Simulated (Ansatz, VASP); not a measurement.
# InSe in VASP and in Ansatz

```
In Se
1.0
     5.87493   -2.05527   -0.00529
     5.87493    2.05527   -0.00529
    -1.60512    0.00000    4.27209
In Se
2 2
Direct
  0.88260 0.88260 0.00564
  0.11420 0.11420 0.97095
  0.65472 0.65472 0.63749
  0.34528 0.34528 0.36251
```

Alike in both runs: task single point; functional PBEsol; k mesh 8 × 8 × 6; occupations gaussian, width 0.05 eV; no spin polarisation.

|  | VASP | Ansatz |
| --- | --- | --- |
| version | VASP 6.6.1 | Ansatz 0.2.0 |
| potentials or method | VASP PAW PBE potentials, release 64 (In_d, Se), cutoff 520 eV | scalar-relativistic, plane waves, PAW |
| valence electrons in the cell | 38 | 58 |

|  | VASP | Ansatz | Ansatz less VASP |
| --- | --- | --- | --- |
| gap on the k mesh at the Fermi level (eV) | 0.67 | 0.67 | +0.005 |
| least direct gap on the mesh (eV) | 1.11 | 1.12 | +0.006 |
| pressure (GPa) | 0.0 | -0.1 | -0.07 |
| traceless stress, the component that is largest in VASP (GPa) | 0.64 | 0.63 | -0.011 |
| rms of the force components (eV/Å) | 0.163 | 0.163 | -0.0004 |

VASP's potentials were made for PBE, not for PBEsol. Atom by atom the forces differ by 0.010 eV/Å (rms over components). VASP's potentials hold 38 valence electrons a cell and Ansatz's 58, so a difference there can come from the potentials and not from the codes.
